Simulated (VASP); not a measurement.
## P: elastic constants with PBEsol

P:

```xyz
2
Lattice="1.7257 0.9963 3.1297 -1.7257 0.9963 3.1297 0.0000 -1.9927 3.1297" Properties=species:S:1:pos:R:3 pbc="T T T"
P     0.0000    0.0000    7.2570
P     0.0000    0.0000    2.1321
```

```json
{"Program": "VASP 6.6.1", "Task": "elastic constants", "Functional": "PBEsol", "Potentials or basis": "VASP PAW PBE potentials, release 64 (P)", "Cutoff": "600 eV", "k mesh": "8 × 8 × 8", "Occupations": "fermi-dirac, width 0.05 eV", "Spin": "no spin polarisation", "Dipole correction": "no", "Ions in elastic constants": "relaxed", "Further INCAR settings": "ALGO = Normal; EDIFF = 1e-08; NBANDS = 12; IBRION = 6; POTIM = 0.015; NSW = 1; ISIF = 3"}
```

- Voigt bulk modulus: 50 GPa
- Highest phonon frequency at Γ: 352 cm⁻¹

Phonon frequencies in cm⁻¹ (negative: imaginary):
```tsv
q point	frequencies
(0.000, 0.000, 0.000)	0 0 0 298 298 352
```

Elastic tensor in Voigt notation (GPa, in the Cartesian axes of the cell as first typed):
```
113  23  33 -29   0   0
 23 113  33  29   0   0
 33  33  50   0   0   0
-29  29   0  65   0   0
  0   0   0   0  65 -29
  0   0   0   0 -29  45
```

Clamped-ion elastic tensor (GPa):
```
152  62  63 -30   0   0
 62 152  63  30   0   0
 63  63  73   0   0   0
-30  30   0  86   0   0
  0   0   0   0  86 -30
  0   0   0   0 -30  45
```

It took 6.9 min on 1 thread of Intel(R) Xeon(R) 6975P-C (Granite Rapids), on a shared host, peak memory 0.33 GiB.

Caveat: the cell is under stress, which shifts elastic constants; the PAW data sets were made with another functional, which shifts forces and pressure a little.
